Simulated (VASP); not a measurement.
A run of VASP 6.6.1 is set up as follows.

The input INCAR:

```
PREC = Accurate
ENCUT = 520
EDIFF = 1E-6
ISMEAR = -1
SIGMA = 0.05
LREAL = F
LASPH = T
NELM = 100
ALGO = Normal
ISIF = 2
LWAVE = F
LCHARG = F
GGA = PE
NBANDS = 10
```

KPOINTS

```
Automatic mesh
0
Gamma
  18 18 18
```

Contents of POSCAR:

```
B
1.0
    0.0000000000      2.0255472737      2.0255472737
    2.0255472737      0.0000000000      2.0255472737
    2.0255472737      2.0255472737      0.0000000000
B
2
Direct
   -0.1250000000     -0.1250000000     -0.1250000000
    0.1250000000      0.1250000000      0.1250000000
```

Potentials or basis: VASP PAW PBE potentials, release 64 (B).

Command:

```bash
$ cat potpaw_PBE.64/B/POTCAR > POTCAR
$ mpirun -np 1 vasp_std > vasp.out
```

**Question.** What does it give for the pressure?

**Answer.** 0.0 GPa.

**Question.** What does it give for the band gap on the k mesh?

**Answer.** Zero (band 3 reaches 7.79 eV, above the bottom of band 4 at 0.68 eV).
